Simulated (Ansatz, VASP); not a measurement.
**Sb2O: VASP beside Ansatz**

INCAR

```
PREC     = Accurate       # precision mode
ENCUT    = 520            # plane-wave cutoff, eV
EDIFF    = 1E-6           # SCF threshold, eV
ISMEAR   = -1             # smearing method
SIGMA    = 0.118          # smearing width, eV
LREAL    = False          # projectors in reciprocal space
LASPH    = True           # aspherical terms in the spheres
NELM     = 80             # most SCF steps
ALGO     = Normal         # electronic algorithm
ISIF     = 2              # what is computed and relaxed
LWAVE    = False          # write WAVECAR
LCHARG   = False          # write CHGCAR
GGA      = PE             # functional
NBANDS   = 25             # bands
```

The input KPOINTS:

```
regular mesh
0
Gamma
  9 9 9
```

The input POSCAR:

```
Sb2O
1.0
    1.7539590000      3.0379410000      0.0000000000
   -1.7539590000      3.0379410000      0.0000000000
    0.0000000000     -2.0252940000     12.5843390000
Sb O
4 2
Direct
    0.2900000000      0.2900000000      0.8700000000
    0.7100000000      0.7100000000      0.1300000000
    0.1230000000      0.1230000000      0.3690000000
    0.8770000000      0.8770000000      0.6310000000
    0.4170000000      0.4170000000      0.2510000000
    0.5830000000      0.5830000000      0.7490000000
```

Input for Ansatz:

```yaml
crystal:
  lattice:
    - [1.753959, 3.037941, 0.0]
    - [-1.753959, 3.037941, 0.0]
    - [0.0, -2.025294, 12.584339]
  atoms:
    - { symbol: Sb, position: [0.29, 0.29, 0.87] }
    - { symbol: Sb, position: [0.71, 0.71, 0.13] }
    - { symbol: Sb, position: [0.123, 0.123, 0.369] }
    - { symbol: Sb, position: [0.877, 0.877, 0.631] }
    - { symbol: O, position: [0.417, 0.417, 0.251] }
    - { symbol: O, position: [0.583, 0.583, 0.749] }
  symmetry: { tolerance: 0.0003 }
kpoints:
  mp_grid: { grid: [9, 9, 9], shift: [0, 0, 0] }
  band_path:
    path:
      - [0.0, 0.0, 0.0]
      - [0.0, 0.0, 0.5]
      - [0.3290165, -0.3290165, 0.5]
      - [0.3290165, -0.34196699, 0.1709835]
      - [0.5, 0.0, 0.0]
      - [0.0, 0.0, 0.0]
      - [0.33549175, -0.33549175, 0.0]
      - [0.3290165, -0.33549175, 0.33549175]
      - [0.0, -0.5, 0.5]
      - [0.0, 0.0, 0.0]
    npoints: 6
magnetization:
  spin_polarized: false
scf:
  occupations: { method: fermi_dirac, width: 0.118 }
  lower_state_search: "off"
  max_iter: 200
hamiltonian:
  pseudopotentials: { kind: paw }
  xc: pbe
basis:
  ecutwfc: 420
  fft_grid_basis: typed
output:
  forces: true
  stress: true
  eigenvalues: true
  bader: true
  populations: true
  elf: true
  write_potential: true
  volumetric_format: npy
  dos:
    e_range: [-12, 8]
    de: 0.05
    projected: { site_lists: { O: [O], Sb: [Sb] } }
checkpoint:
  read: saved_state
```

Alike in both runs: task single point; functional PBE; k mesh 9 × 9 × 9; occupations fermi-dirac, width 0.118 eV; no spin polarisation.

|  | VASP | Ansatz |
| --- | --- | --- |
| version | VASP 6.6.1 | Ansatz 0.2.0 |
| potentials or method | VASP PAW PBE potentials, release 64 (Sb, O), cutoff 520 eV | PAW plane waves |
| valence electrons in the cell | 32 | 72 |

Ansatz gave:

| Property | Result |
| --- | --- |
| pressure (GPa) | -2.7 |
| traceless stress, the component that is largest in VASP (GPa) | 4.23 |
| rms of the force components (eV/Å) | 0.524 |

Which values does VASP return?

Pressure (GPa): -3.1; traceless stress, the component that is largest in VASP (GPa): 4.22; rms of the force components (eV/Å): 0.506.

Atom by atom the forces differ by 0.019 eV/Å (rms over components). The functional is the same, so the differences come from potentials, cutoffs and numerics. VASP's potentials hold 32 valence electrons a cell and Ansatz's 72, so a difference there can come from the potentials and not from the codes. Ansatz's warnings: structure snapped to symmetry.

Neither program's run includes spin-orbit coupling.
